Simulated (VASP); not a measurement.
Be2ZnSe3, 6 atoms in the cell. It takes space group P6mm (No. 183, hexagonal). The conventional cell has a = 5.654 Å, b = 5.654 Å, c = 4.176 Å, α = 90.00°, β = 90.00°, γ = 120.00°. Within 3.6 Å of Be (site symmetry 3m) lie 6 Se at 2.65 Å and 3 Be at 3.26 Å and 3 Zn at 3.50 Å. Within 3.9 Å of Zn (site symmetry 6mm) lie 6 Se at 2.94 Å and 6 Be at 3.50 Å. Se (site symmetry 2mm) has 4 Be at 2.65 Å and 4 Se at 2.83 Å and 2 Zn at 2.94 Å within 3.5 Å. The cell was generated, and may not be a known phase.

- Program: VASP 6.6.1
- Task: relaxation of cell and atoms
- Functional: PBE
- Potentials or basis: VASP PAW PBE potentials, release 64 (Be, Zn, Se)
- Cutoff: 600 eV
- k mesh: 6 × 6 × 4
- Occupations: gaussian, width 0.1 eV
- Spin: no spin polarisation
- Dipole correction: no
- Further INCAR settings: ALGO = Normal; EDIFF = 1e-06; IBRION = 2; EDIFFG = -0.04; NSW = 90; ISIF = 3

Potentials or basis: VASP PAW PBE potentials, release 64 (Be, Zn, Se).

Run with:

```sh
$ cat potpaw_PBE.64/Be/POTCAR potpaw_PBE.64/Zn/POTCAR potpaw_PBE.64/Se/POTCAR > POTCAR
$ mpirun -np 1 vasp_std > vasp.out
```

Hardware: 1 thread of Intel Xeon 8259CL (shared host).

How long does it take, and how much memory?

Wall time 59 min on 1 thread of Intel Xeon 8259CL (shared host), peak memory 0.34 GiB. Counts: scf iterations 514, k points 21, ion steps 72.
